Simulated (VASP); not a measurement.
# Re (P6_3/mmc) in VASP: single point with PBE

Aim: the single point of Re with PBE.

Everything below comes from runs of VASP 6.6.1. Logs are shortened: lines on timing, memory, paths and dates and some standing lists are left out, and cuts for length are marked.

### 1 The cell of the first run

The structure is hexagonal, space group P6_3/mmc (No. 194). Conventional cell: a = 2.777 Å, b = 2.777 Å, c = 4.479 Å, α = 90.00°, β = 90.00°, γ = 120.00°. Re (site symmetry -6m2) has 12 Re at 2.75 to 2.78 Å within 3.6 Å.

### 2 Single point, PBE

INCAR reads:

```
SYSTEM = Re
PREC     = Accurate       ! precision mode
ENCUT    = 560            ! plane-wave cutoff, eV
EDIFF    = 1E-6           ! SCF threshold, eV
ISMEAR   = 0              ! smearing method
SIGMA    = 0.01           ! smearing width, eV
LREAL    = .FALSE.        ! projectors in reciprocal space
LASPH    = .TRUE.         ! aspherical terms in the spheres
NELM     = 120            ! most SCF steps
ALGO     = Normal         ! electronic algorithm
ISIF     = 2              ! what is computed and relaxed
LWAVE    = .FALSE.        ! write WAVECAR
LCHARG   = .FALSE.        ! write CHGCAR
GGA      = PE             ! functional
NBANDS   = 22             ! bands
GGA_COMPAT= .FALSE.
```

KPOINTS reads:

```
Automatic mesh
0
G
  13 13 7
  0 0 0
```

POSCAR reads:

```
Re
1.0
    2.7768706464      0.0000000000      0.0000000000
   -1.3884353232      2.4048405228      0.0000000000
    0.0000000000      0.0000000000      4.4788142384
Re
2
Direct
    0.3333333333      0.6666666667      0.2500000000
    0.6666666667      0.3333333333      0.7500000000
```

Potentials or basis: VASP PAW PBE potentials, release 64 (Re_sv_GW).

Command:

```bash
cat potpaw_PBE.64/Re_sv_GW/POTCAR > POTCAR
mpirun -np 1 vasp_std > vasp.out
```

OUTCAR:

```text
SYSTEM = Re
   PREC = Accurate
   ENCUT = 560
   EDIFF = 1E-6
   ISMEAR = 0
   LREAL = .FALSE.
   LASPH = .TRUE.
   NELM = 120
   ISIF = 2
   GGA = PE

 ion  position               nearest neighbor table
   1  0.333  0.667  0.250-   2 2.75   2 2.75   2 2.75   2 2.75   2 2.75   2 2.75
   2  0.667  0.333  0.750-   1 2.75   1 2.75   1 2.75   1 2.75   1 2.75   1 2.75

  LATTYP: Found a hexagonal cell.
 ALAT       =     2.7768706464
 C/A-ratio  =     1.6128998462

  Lattice vectors:

 A1 = (   2.7768706464,   0.0000000000,   0.0000000000)
 A2 = (  -1.3884353232,   2.4048405228,   0.0000000000)
 A3 = (   0.0000000000,   0.0000000000,   4.4788142384)

Analysis of symmetry for initial positions (statically):
=====================================================================
 Subroutine PRICEL returns:
 Original cell was already a primitive cell.

 Routine SETGRP: Setting up the symmetry group for a
 hexagonal supercell.

 Subroutine GETGRP returns: Found 24 space group operations
 (whereof 12 operations were pure point group operations)
 out of a pool of 24 trial point group operations.

The static configuration has the point symmetry D_3d.
 The point group associated with its full space group is D_6h.

Analysis of symmetry for dynamics (positions and initial velocities):
=====================================================================
 Subroutine PRICEL returns:
 Original cell was already a primitive cell.

 Routine SETGRP: Setting up the symmetry group for a
 hexagonal supercell.

 Subroutine GETGRP returns: Found 24 space group operations
 (whereof 12 operations were pure point group operations)
 out of a pool of 24 trial point group operations.

The dynamic configuration has the point symmetry D_3d.
 The point group associated with its full space group is D_6h.

 Subroutine INISYM returns: Found 24 space group operations
 (whereof 12 operations are pure point group operations),
 and found     1 'primitive' translations

----------------------------------------------------------------------------------------

                                     Primitive cell

  volume of cell :      29.9092

  direct lattice vectors                    reciprocal lattice vectors
     2.776870646  0.000000000  0.000000000     0.360117603  0.207913995  0.000000000
    -1.388435323  2.404840523  0.000000000     0.000000000  0.415827990  0.000000000
     0.000000000  0.000000000  4.478814238     0.000000000  0.000000000  0.223273381

  length of vectors
[... 80 lines left out ...]
   ENCUT  =  560.0 eV  41.16 Ry    6.42 a.u.   5.36  5.36  8.64*2*pi/ulx,y,z
   NELM   =    120;   NELMIN=  2; NELMDL= -5     # of ELM steps
   EDIFF  = 0.1E-05   stopping-criterion for ELM
   LREAL  =      F    real-space projection
   EDIFFG = 0.1E-04   stopping-criterion for IOM
   NSW    =      0    number of steps for IOM
   IBRION =     -1    ionic relax: 0-MD 1-quasi-New 2-CG
   NFREE  =      0    steps in history (QN), initial steepest desc. (CG)
   ISIF   =      2    stress and relaxation
   ISYM   =      2    0-nonsym 1-usesym 2-fastsym
   POTIM  = 0.5000    time-step for ionic-motion
   TEBEG  =    0.0;   TEEND  =   0.0 temperature during run
   PSTRESS=    0.0 pullay stress
   NELECT =      30.0000    total number of electrons
   NUPDOWN=      -1.0000    fix difference up-down
   EMIN   =  10.00;   EMAX   =-10.00  energy-range for DOS
   EFERMI =   0.00;   METHOD = LEGACY
   ISMEAR =     0;   SIGMA  =   0.01  broadening in eV -4-tet -1-fermi 0-gaus
   EFERMI_NEDOS =   21; number of points for ismear=-14 and -15
   IALGO  =     38    algorithm
   IMIX   =      4    mixing-type and parameters
     AMIX     =   0.40;   BMIX     =  1.00
     AMIX_MAG =   1.60;   BMIX_MAG =  1.00
  volume/ion in A,a.u.               =      14.95       100.92
  Fermi-wavevector in a.u.,A,eV,Ry     =   1.638753  3.096795 36.538616  2.685512
  Thomas-Fermi vector in A             =   2.729673
   LORBIT       =      0    0 simple, 1 ext, 2 COOP (PROOUT), +10 PAW based schemes
   GGA     = PE    functional components
   LHFCALC =     F    Hartree Fock is set to
   AEXX    =    0.0000 exact exchange contribution
   IVDW    =     0    specifies the selected vdW correction
   LEPSILON=     F    determine dielectric tensor
   LRPA    =     F    only Hartree local field effects (RPA)
 non-spin polarized calculation
 Gauss-broadening in eV      SIGMA  =   0.01
  energy-cutoff  :      560.00
  volume of cell :       29.91
 maximum number of plane-waves:       923
 NGX is ok and might be reduce to    24
   NGX = 11   NGY = 11   NGZ = 17

 number of electron      30.0000002 magnetization

 Free energy of the ion-electron system (eV)
  ---------------------------------------------------
  ext. energy  EPLUGINS =         0.00000000
  ---------------------------------------------------
  free energy    TOTEN  =       -28.11309452 eV

  energy without entropy =      -28.11294355  energy(sigma->0) =      -28.11301904

 E-fermi :  12.7178     XC(G=0): -14.1289

 val. band max:       12.7166599235   @ k =   0.1538   0.0769   0.2857
 cond. band min:      12.7696731839   @ k =   0.3846   0.1538   0.2857
 fundamental gap:      0.0530132604
 Fermi energy:        12.7177876368

 k-point     1 :       0.0000    0.0000    0.0000
  band No.  band energies     occupation
      1     -67.1340      2.00000
      2     -67.0198      2.00000
      3     -29.5384      2.00000
      4     -28.5502      2.00000
      5     -28.5502      2.00000
      6     -28.3821      2.00000
[... 589 lines left out ...]
     21      23.4825      0.00000
     22      27.5838      0.00000

 [... further k-points ...]

------------------------ aborting loop because EDIFF is reached ----------------------------------------

  FORCE on cell =-STRESS in cart. coord.  units (eV):
  Direction    XX          YY          ZZ          XY          YZ          ZX
  --------------------------------------------------------------------------------------
  -------------------------------------------------------------------------------------
  Total       -0.3333956     -0.3333956     -0.2728076      0.0000000      0.0000000      0.0000000
  in kB      -17.8593406    -17.8593406    -14.6137638      0.0000000      0.0000000      0.0000000
  external PRESSURE =     -16.7774817 kB  Pullay stress =       0.0000000 kB

 VOLUME and BASIS-vectors are now :
 -----------------------------------------------------------------------------
  energy-cutoff  :      560.00
  volume of cell :       29.91
      direct lattice vectors                 reciprocal lattice vectors
     2.776870646  0.000000000  0.000000000     0.360117603  0.207913995  0.000000000
    -1.388435323  2.404840523  0.000000000     0.000000000  0.415827990  0.000000000
     0.000000000  0.000000000  4.478814238     0.000000000  0.000000000  0.223273381

 POSITION                                       TOTAL-FORCE (eV/Angst)
 -----------------------------------------------------------------------------------
     -0.00000      1.60323      1.11970        -0.000000      0.000000      0.000000
      1.38844      0.80161      3.35911         0.000000     -0.000000      0.000000
 -----------------------------------------------------------------------------------
    total drift:                               -0.000000      0.000000     -0.000000

  FREE ENERGIE OF THE ION-ELECTRON SYSTEM (eV)
  ---------------------------------------------------
  free  energy   TOTEN  =       -28.1130945214 eV

  energy  without entropy=      -28.1129435494  energy(sigma->0) =      -28.11301904
```

OSZICAR:

```text
N       E                     dE             d eps       ncg     rms          rms(c)
DAV:   1     0.290791834197E+03    0.29079E+03   -0.21701E+04  3752   0.151E+03
DAV:   2    -0.168858584850E+02   -0.30768E+03   -0.29635E+03  4470   0.437E+02
DAV:   3    -0.301102982210E+02   -0.13224E+02   -0.13073E+02  4546   0.845E+01
DAV:   4    -0.302515472872E+02   -0.14125E+00   -0.14123E+00  4074   0.884E+00
DAV:   5    -0.302525828508E+02   -0.10356E-02   -0.10355E-02  4590   0.698E-01    0.149E+02
DAV:   6    -0.284048028779E+02    0.18478E+01   -0.28585E+00  4086   0.122E+01    0.766E+01
DAV:   7    -0.281421966399E+02    0.26261E+00   -0.16471E+00  4356   0.875E+00    0.838E+00
DAV:   8    -0.281131783307E+02    0.29018E-01   -0.13487E-01  4080   0.289E+00    0.452E+00
DAV:   9    -0.281130953687E+02    0.82962E-04   -0.39052E-03  4262   0.727E-01    0.922E-01
DAV:  10    -0.281130787350E+02    0.16634E-04   -0.79409E-05  4380   0.724E-02    0.717E-02
DAV:  11    -0.281130936037E+02   -0.14869E-04   -0.12775E-05  4290   0.354E-02    0.617E-02
DAV:  12    -0.281130945214E+02   -0.91768E-06   -0.60215E-07  2424   0.709E-03
   1 F= -.28113095E+02 E0= -.28113019E+02  d E =-.150972E-03
```

Wall time 42 s (1 thread of Intel Xeon Platinum 8488C (Sapphire Rapids), shared host); peak memory 0.19 GiB.

Results:

- Free energy: -28.1131 eV
- Pressure: -1.7 GPa
- Band gap on the k mesh: zero (bands 15 and 16 overlap by 2.68 eV)

Levels at points of the mesh, in eV from the Fermi level:
```tsv
k point	band 13	band 14	band 15	band 16	band 17	band 18
(0.00, 0.00, 0.00)	-1.46	-0.66	-0.66	0.24	0.24	0.64
```

Caveat: spin-orbit coupling is left out, which moves the levels of the heavy elements.

The gap in the log of VASP goes by the Fermi energy; the results here count the filled bands.